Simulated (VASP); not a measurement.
# Ag2Pd (Fm-3m) in VASP: further runs, part 3 of 3

VASP 6.6.1. The steps go on from the part before.

**5. Single point, PBE**

This run uses another cell than the first one, of 20.38 Å³/atom, 1.171 times its volume.

INCAR

```
PREC = Accurate
ENCUT = 520
EDIFF = 1E-6
ISMEAR = 0
SIGMA = 0.1
LREAL = F
LASPH = T
NELM = 80
ALGO = Fast
ISIF = 2
LWAVE = F
LCHARG = T
GGA = PE
LELF = T
LVHAR = T
NBANDS = 23
```

KPOINTS

```
Automatic mesh
0
Gamma
  14 14 14
```

POSCAR

```
Ag2Pd
1.0
    0.0000000000      3.1270052168      3.1270052168
    3.1270052168      0.0000000000      3.1270052168
    3.1270052168      3.1270052168      0.0000000000
Ag Pd
2 1
Direct
    0.2500000000      0.2500000000      0.2500000000
    0.7500000000      0.7500000000      0.7500000000
    0.0000000000      0.0000000000      0.0000000000
```

Potentials or basis: VASP PAW PBE potentials, release 64 (Ag, Pd).

Run with:

```
$ cat potpaw_PBE.64/Ag/POTCAR potpaw_PBE.64/Pd/POTCAR > POTCAR
$ mpirun -np 1 vasp_std > vasp.out
```

OUTCAR:

```text
PREC = Accurate
   ENCUT = 520
   EDIFF = 1E-6
   ISMEAR = 0
   LREAL = F
   LASPH = T
   NELM = 80
   ISIF = 2
   GGA = PE

 ion  position               nearest neighbor table
   1  0.250  0.250  0.250-   3 2.71   3 2.71   3 2.71   3 2.71   2 3.13   2 3.13   2 3.13   2 3.13
                             2 3.13   2 3.13
   2  0.750  0.750  0.750-   3 2.71   3 2.71   3 2.71   3 2.71   1 3.13   1 3.13   1 3.13   1 3.13
                             1 3.13   1 3.13
   3  0.000  0.000  0.000-   2 2.71   2 2.71   2 2.71   1 2.71   1 2.71   1 2.71   2 2.71   1 2.71

  LATTYP: Found a face centered cubic cell.
 ALAT       =     6.2540104336

  Lattice vectors:

 A1 = (   0.0000000000,   3.1270052168,   3.1270052168)
 A2 = (   3.1270052168,   0.0000000000,   3.1270052168)
 A3 = (   3.1270052168,   3.1270052168,   0.0000000000)

Analysis of symmetry for initial positions (statically):
=====================================================================
 Subroutine PRICEL returns:
 Original cell was already a primitive cell.

 Routine SETGRP: Setting up the symmetry group for a
 face centered cubic supercell.

 Subroutine GETGRP returns: Found 48 space group operations
 (whereof 48 operations were pure point group operations)
 out of a pool of 48 trial point group operations.

The static configuration has the point symmetry O_h .

Analysis of symmetry for dynamics (positions and initial velocities):
=====================================================================
 Subroutine PRICEL returns:
 Original cell was already a primitive cell.

 Routine SETGRP: Setting up the symmetry group for a
 face centered cubic supercell.

 Subroutine GETGRP returns: Found 48 space group operations
 (whereof 48 operations were pure point group operations)
 out of a pool of 48 trial point group operations.

The dynamic configuration has the point symmetry O_h .

 Subroutine INISYM returns: Found 48 space group operations
[... 112 lines left out ...]
   EMIN   =  10.00;   EMAX   =-10.00  energy-range for DOS
   EFERMI =   0.00;   METHOD = LEGACY
   ISMEAR =     0;   SIGMA  =   0.10  broadening in eV -4-tet -1-fermi 0-gaus
   EFERMI_NEDOS =   21; number of points for ismear=-14 and -15
   IALGO  =     68    algorithm
   IMIX   =      4    mixing-type and parameters
     AMIX     =   0.40;   BMIX     =  1.00
     AMIX_MAG =   1.60;   BMIX_MAG =  1.00
  volume/ion in A,a.u.               =      20.38       137.56
  Fermi-wavevector in a.u.,A,eV,Ry     =   1.319227  2.492978 23.679036  1.740360
  Thomas-Fermi vector in A             =   2.449140
   LORBIT       =      0    0 simple, 1 ext, 2 COOP (PROOUT), +10 PAW based schemes
   GGA     = PE    functional components
   LHFCALC =     F    Hartree Fock is set to
   AEXX    =    0.0000 exact exchange contribution
   IVDW    =     0    specifies the selected vdW correction
   LEPSILON=     F    determine dielectric tensor
   LRPA    =     F    only Hartree local field effects (RPA)
 non-spin polarized calculation
 RMM-DIIS sequential band-by-band and
 Gauss-broadening in eV      SIGMA  =   0.10
  energy-cutoff  :      520.00
  volume of cell :       61.15
 maximum number of plane-waves:      1676
 NGX is ok and might be reduce to    36
   NGX = 17   NGY = 17   NGZ = 17

 number of electron      32.0000002 magnetization

 Free energy of the ion-electron system (eV)
  ---------------------------------------------------
  ext. energy  EPLUGINS =         0.00000000
  ---------------------------------------------------
  free energy    TOTEN  =        -9.84761552 eV

  energy without entropy =       -9.84166130  energy(sigma->0) =       -9.84463841

 E-fermi :   5.7419     XC(G=0): -10.9914

 val. band max:        5.7354208017   @ k =  -0.4286   0.2143   0.0714
 cond. band min:       5.7457832388   @ k =  -0.3571   0.4286   0.1429
 fundamental gap:      0.0103624371
 Fermi energy:         5.7418572040

 k-point     1 :       0.0000    0.0000    0.0000
  band No.  band energies     occupation
      1      -0.1658      2.00000
      2       0.7851      2.00000
      3       0.7851      2.00000
      4       1.3709      2.00000
      5       1.3709      2.00000
      6       1.3709      2.00000
[... 613 lines left out ...]
     22      16.4018      0.00000
     23      16.5478      0.00000

 [... further k-points ...]
[... 5 lines left out ...]
  --------------------------------------------------------------------------------------
  -------------------------------------------------------------------------------------
  Total       -0.0223815     -0.0223815     -0.0223815     -0.0000000     -0.0000000      0.0000000
  in kB       -0.5863876     -0.5863876     -0.5863876     -0.0000000     -0.0000000      0.0000000
  external PRESSURE =      -0.5863876 kB  Pullay stress =       0.0000000 kB

 VOLUME and BASIS-vectors are now :
 -----------------------------------------------------------------------------
  energy-cutoff  :      520.00
  volume of cell :       61.15
      direct lattice vectors                 reciprocal lattice vectors
     0.000000000  3.127005217  3.127005217    -0.159897399  0.159897399  0.159897399
     3.127005217  0.000000000  3.127005217     0.159897399 -0.159897399  0.159897399
     3.127005217  3.127005217  0.000000000     0.159897399  0.159897399 -0.159897399

 POSITION                                       TOTAL-FORCE (eV/Angst)
 -----------------------------------------------------------------------------------
      1.56350      1.56350      1.56350         0.000000     -0.000000     -0.000000
      4.69051      4.69051      4.69051        -0.000000      0.000000      0.000000
      0.00000      0.00000      0.00000         0.000000      0.000000     -0.000000
 -----------------------------------------------------------------------------------
    total drift:                                0.000000      0.000000      0.000000

  FREE ENERGIE OF THE ION-ELECTRON SYSTEM (eV)
  ---------------------------------------------------
  free  energy   TOTEN  =        -9.8476155246 eV

  energy  without entropy=       -9.8416612980  energy(sigma->0) =       -9.84463841
```

OSZICAR:

```text
N       E                     dE             d eps       ncg     rms          rms(c)
DAV:   1     0.194885485860E+03    0.19489E+03   -0.15770E+04  4784   0.132E+03
DAV:   2    -0.699629222093E+01   -0.20188E+03   -0.18683E+03  5015   0.295E+02
DAV:   3    -0.105132268061E+02   -0.35169E+01   -0.34962E+01  5694   0.445E+01
DAV:   4    -0.105392565546E+02   -0.26030E-01   -0.26027E-01  5413   0.353E+00
DAV:   5    -0.105398287069E+02   -0.57215E-03   -0.57215E-03  5771   0.594E-01    0.786E+00
RMM:   6    -0.996525818531E+01    0.57457E+00   -0.26421E+00  4792   0.110E+01    0.646E+00
RMM:   7    -0.987091107847E+01    0.94347E-01   -0.33732E-01  4809   0.380E+00    0.341E+00
RMM:   8    -0.985107840326E+01    0.19833E-01   -0.23871E-02  4947   0.926E-01    0.181E+00
RMM:   9    -0.984756080612E+01    0.35176E-02   -0.45535E-03  5099   0.563E-01    0.731E-02
RMM:  10    -0.984760264481E+01   -0.41839E-04   -0.41961E-04  5252   0.159E-01    0.494E-02
RMM:  11    -0.984761584312E+01   -0.13198E-04   -0.80962E-05  5214   0.630E-02    0.127E-02
RMM:  12    -0.984761551821E+01    0.32491E-06   -0.18430E-05  5496   0.268E-02    0.877E-03
RMM:  13    -0.984761552455E+01   -0.63392E-08   -0.32763E-06  4026   0.108E-02
   1 F= -.98476155E+01 E0= -.98446384E+01  d E =-.595423E-02
```

Wall time 2.2 min (1 thread of Intel Xeon 6975P-C, shared host); peak memory 0.31 GiB.

What came out:

* Free energy: -9.8476 eV
* Pressure: -0.1 GPa
* Band gap on the k mesh: zero (band 16 reaches 6.16 eV, above the bottom of band 17 at 5.67 eV)

Levels at points of the mesh, in eV from the Fermi level:
```
           k point  band 12  band 13  band 14  band 15  band 16  band 17  band 18  band 19  band 20  band 21
(0.00, 0.00, 0.00)    -1.67    -1.67    -1.67    -1.01    -1.01     7.88     7.88     7.88     8.21     9.27
(0.50, 0.00, 0.00)    -1.95    -1.42    -1.42    -0.95    -0.95    -0.01     6.20     6.20     8.04     8.60
(0.50, 0.50, 0.00)    -1.77    -1.65    -0.85    -0.85    -0.25     0.40     2.24     2.24     5.77     7.51
```

**6. Relaxation of cell and atoms, PBE**

This run uses another cell than the first one, of 20.26 Å³/atom, 1.164 times its volume.

INCAR

```
PREC = Accurate
ENCUT = 600
EDIFF = 1E-6
ISMEAR = 0
SIGMA = 0.1
LREAL = F
LASPH = T
NELM = 80
ALGO = Fast
ISIF = 3
LWAVE = F
LCHARG = F
GGA = PE
IBRION = 2
NSW = 100
EDIFFG = -0.01
```

KPOINTS

```
regular mesh
0
Gamma
  14 14 14
```

POSCAR

```
Ag2Pd
1.0
    0.0000000000      3.1206596832      3.1206596832
    3.1206596832      0.0000000000      3.1206596832
    3.1206596832      3.1206596832      0.0000000000
Ag Pd
2 1
Direct
    0.2500000000      0.2500000000      0.2500000000
    0.7500000000      0.7500000000      0.7500000000
    0.0000000000      0.0000000000      0.0000000000
```

Potentials or basis: VASP PAW PBE potentials, release 64 (Ag, Pd).

Run with:

```
$ cat potpaw_PBE.64/Ag/POTCAR potpaw_PBE.64/Pd/POTCAR > POTCAR
$ mpirun -np 1 vasp_std > vasp.out
```

Wall time 4.1 min (1 thread of Intel Xeon 6975P-C, shared host); peak memory 0.33 GiB.

Results (log left out):

* Free energy: -9.8473 eV
* Relaxed volume: 20.35 Å³/atom
* Relaxed cell: a = 4.420 Å, b = 4.420 Å, c = 4.420 Å, α = 60.00°, β = 60.00°, γ = 60.00°
* Space group after relaxing (to 0.05 Å): Fm-3m (No. 225)
* Energy gained by relaxing: 0.1 meV/atom
* Ionic steps: 3
* Pressure after relaxing: 0.0 GPa
* Band gap on the k mesh: zero (band 16 reaches 6.18 eV, above the bottom of band 17 at 5.69 eV)

The path:
| step | energy change (eV) | largest force (eV/Å) | pressure (GPa) | volume (Å³) |
| --- | --- | --- | --- | --- |
| 1 | 0.0000 | 0.0000 | 0.42 | 60.78 |
| 2 | -0.0002 | 0.0000 | -0.23 | 61.25 |
| 3 | -0.0003 | 0.0000 | 0.03 | 61.05 |

Final structure:
```
Ag Pd
1.0
     0.00000    3.12519    3.12519
     3.12519    0.00000    3.12519
     3.12519    3.12519    0.00000
Ag Pd
2 1
Direct
  0.25000 0.25000 0.25000
  0.75000 0.75000 0.75000
  0.00000 0.00000 0.00000
```

Levels at points of the mesh, in eV from the Fermi level:
| k point | band 14 | band 15 | band 16 | band 17 | band 18 | band 19 |
| --- | --- | --- | --- | --- | --- | --- |
| (0.00, 0.00, 0.00) | -1.68 | -1.01 | -1.01 | 7.89 | 7.89 | 7.89 |
| (0.50, 0.00, 0.00) | -1.42 | -0.95 | -0.95 | -0.01 | 6.21 | 6.21 |
| (0.50, 0.50, 0.00) | -0.85 | -0.85 | -0.25 | 0.40 | 2.24 | 2.24 |

**7. The runs side by side**

| task | cell | k mesh | cutoff (eV) | gap on the mesh (eV) | pressure (GPa) | relaxed volume (Å³/atom) |
| --- | --- | --- | --- | --- | --- | --- |
| single point | a = 4.196 Å, angles 60.0°, 3 atoms | 6 × 6 × 6 | 520 | none | 19.3 | - |
| single point | a = 4.413 Å, angles 60.0°, 3 atoms | 6 × 6 × 6 | 520 | none | 0.2 | - |
| relaxation of cell and atoms | relaxed from a = 4.196 Å, angles 60.0°, 3 atoms | 6 × 6 × 6 | 600 | none | -0.1 | 20.33 |
| single point | a = 4.422 Å, angles 60.0°, 3 atoms | 14 × 14 × 14 | 520 | none | -0.1 | - |
| relaxation of cell and atoms | relaxed from a = 4.413 Å, angles 60.0°, 3 atoms | 14 × 14 × 14 | 600 | none | 0.0 | 20.35 |

Alike in all rows: level PBE; potentials or basis VASP PAW PBE potentials, release 64 (Ag, Pd); no spin polarisation; smearing gaussian 0.1 eV.

Caveats: the volume moved by over 15 % at a fixed basis, so the end points are rough (some runs).

Total energies depend on the potentials used, so only differences within one code and one set of settings carry meaning.
